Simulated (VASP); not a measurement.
Write the native input for VASP 6.6.1 that does the following.

```
Task                   : single point
Functional             : LDA
Potentials or basis    : VASP PAW LDA potentials, release 64 (Au)
Cutoff                 : 520 eV
k mesh                 : 18 × 18 × 18
Occupations            : fermi-dirac, width 0.05 eV
Spin                   : no spin polarisation
Dipole correction      : no
Further INCAR settings : ALGO = Normal; EDIFF = 1e-06; NBANDS = 12
```

The structure of Au lies in POSCAR:

```
Au
1.0
   -1.6071008517      1.6071008517      1.6071008517
    1.6071008517     -1.6071008517      1.6071008517
    1.6071008517      1.6071008517     -1.6071008517
Au
1
Direct
    0.0000000000      0.0000000000      0.0000000000
```

One way to write it, as run:

INCAR

```
SYSTEM = Au
  PREC = Accurate
  ENCUT = 520
  EDIFF = 1E-6
  ISMEAR = -1
  SIGMA = 0.05
  LREAL = .False.
  LASPH = .True.
  NELM = 60
  ALGO = Normal
  ISIF = 2
  LWAVE = .False.
  LCHARG = .False.
  GGA = CA
  NBANDS = 12
```

KPOINTS

```
regular mesh
0
Gamma
  18 18 18
  0 0 0
```

Potentials or basis: VASP PAW LDA potentials, release 64 (Au).

Run with:

```bash
$ cat potpaw_LDA.64/Au/POTCAR > POTCAR
$ mpirun -np 1 vasp_std > vasp.out
```

Results of the run:

```json
{"Pressure": "0.5 GPa"}
```

Run time: 10 s on 1 thread of Intel(R) Xeon(R) 6975P-C (Granite Rapids), with other jobs on the host, peak memory 0.15 GiB.
